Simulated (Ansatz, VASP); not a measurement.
## ScAl in VASP and in Ansatz

POSCAR

```
ScAl
1.0
    3.3703489700      0.0000000000      0.0000000000
    0.0000000000      3.3703489700      0.0000000000
    0.0000000000      0.0000000000      3.3703489700
Sc Al
1 1
Direct
    0.5000000000      0.5000000000      0.5000000000
    0.0000000000      0.0000000000      0.0000000000
```

File INCAR.step1:

```
SYSTEM = ScAl
  PREC = Accurate
  ENCUT = 520
  ISMEAR = 0
  SIGMA = 0.1
  LREAL = .False.
  LASPH = .True.
  NELM = 80
  NBANDS = 14
  GGA = PE
  ALGO = Normal
  EDIFF = 1E-4
  LWAVE = .True.
  LCHARG = .False.
```

Contents of INCAR.step2:

```
SYSTEM = ScAl
  PREC = Accurate
  ENCUT = 520
  EDIFF = 1E-7
  ISMEAR = 0
  SIGMA = 0.1
  LREAL = .False.
  LASPH = .True.
  NELM = 80
  ALGO = Normal
  ISIF = 2
  LWAVE = .False.
  LCHARG = .False.
  METAGGA = R2SCAN
  LMIXTAU = .True.
  NBANDS = 14
  ISTART = 1
```

The input KPOINTS:

```
Automatic mesh
0
Gamma
  1 1 1
  0 0 0
```

Input for Ansatz:

```yaml
crystal:
  lattice:
    - [3.37034897, 0.0, 0.0]
    - [0.0, 3.37034897, 0.0]
    - [0.0, 0.0, 3.37034897]
  atoms:
    - { symbol: Sc, position: [0.5, 0.5, 0.5] }
    - { symbol: Al, position: [0.0, 0.0, 0.0] }
basis:
  ecutwfc: 500
kpoints:
  mp_grid: { grid: [1, 1, 1] }
hamiltonian:
  xc: r2scan
scf:
  occupations: { method: gaussian, width: 0.1 }
output:
  forces: true
  stress: true
  eigenvalues: true
```

Alike in both runs: task single point; functional r2SCAN; k mesh 1 × 1 × 1; occupations gaussian, width 0.1 eV; no spin polarisation.

```csv
,VASP,Ansatz
version,VASP 6.6.1,Ansatz 0.2.0
potentials or method,"VASP PAW PBE potentials, release 64 (Sc_sv, Al), cutoff 520 eV","scalar-relativistic, plane waves, PAW"
valence electrons in the cell,14,14
```

```tsv
	VASP	Ansatz	Ansatz less VASP
gap on the k mesh at the Fermi level (eV)	3.40	3.38	-0.016
least direct gap on the mesh (eV)	3.40	3.38	-0.016
```

VASP's potentials were made for PBE, not for r2SCAN.

The k mesh is coarse, so the values compare programs but aren't converged.
